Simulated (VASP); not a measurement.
Input of a VASP 6.6.1 run:

Contents of INCAR:

```
ALGO     = Normal         # electronic algorithm
EDIFF    = 1E-7           # SCF threshold, eV
ENCUT    = 520            # plane-wave cutoff, eV
GGA      = PS             # functional
ISIF     = 2              # what is computed and relaxed
ISMEAR   = 0              # smearing method
LASPH    = T              # aspherical terms in the spheres
LCHARG   = F              # write CHGCAR
LREAL    = F              # projectors in reciprocal space
LWAVE    = F              # write WAVECAR
NBANDS   = 21             # bands
NELM     = 100            # most SCF steps
PREC     = Accurate       # precision mode
SIGMA    = 0.05           # smearing width, eV
```

File KPOINTS:

```
k-points
0
Gamma
  8 8 8
```

File POSCAR:

```
PbF2
1.0
    0.0000000000      2.6459687553      3.7413998199
    2.6459687553      0.0000000000      3.7413998199
    2.6459687553      2.6459687553      0.0000000000
Pb F
1 2
Direct
    0.0000000000      0.0000000000      0.0000000000
    0.2500000000      0.2500000000      0.2500000000
    0.7500000000      0.7500000000      0.7500000000
```

Potentials or basis: VASP PAW PBE potentials, release 64 (Pb_d, F).

Command:

```console
$ cat potpaw_PBE.64/Pb_d/POTCAR potpaw_PBE.64/F/POTCAR > POTCAR
$ mpirun -np 1 vasp_std > vasp.out
```

**Question.** Estimate the pressure.

**Answer.** -5.1 GPa.

**Question.** Estimate the band gap on the k mesh.

**Answer.** 2.63 eV, indirect (least direct gap 3.14 eV).

Stress tensor (GPa, compression positive):
```
  3.93   0.00   0.00
  0.00   3.93   0.00
  0.00   0.00 -23.18
```

Caveat: the PAW data sets were made with another functional, which shifts forces and pressure a little; spin-orbit coupling is left out, which moves the levels of the heavy elements. A k mesh can miss the band edges.
